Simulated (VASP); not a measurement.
The system is LiH.

```
CELL_PARAMETERS angstrom
0.00000 2.00299 2.00299
2.00299 0.00000 2.00299
2.00299 2.00299 0.00000
ATOMIC_POSITIONS crystal
Li 0.00000 0.00000 0.00000
H 0.50000 0.50000 0.50000
```

Program: VASP 6.6.1. Alike in all runs: task single point; potentials or basis VASP PAW PBE potentials, release 64 (Li_sv, H); no spin polarisation; cell as given; cutoff (eV) 520; smearing gaussian 0.01 eV.

Question: Order these runs on this cell by their band gap on the k mesh, lowest first.
A. level r2SCAN; k mesh 8 × 8 × 8
B. level PBE0; k mesh 8 × 8 × 8; grid for exact exchange (PRECFOCK) Normal; share of exact exchange 0.25
C. level HSE06; k mesh 8 × 8 × 8; grid for exact exchange (PRECFOCK) Normal; share of exact exchange 0.25; screening parameter 0.2079 1/Å
D. level PBE; k mesh 10 × 10 × 10

Answer: D (2.98 eV), A (3.58 eV), C (3.97 eV), B (4.67 eV).

A k mesh can miss the band edges.
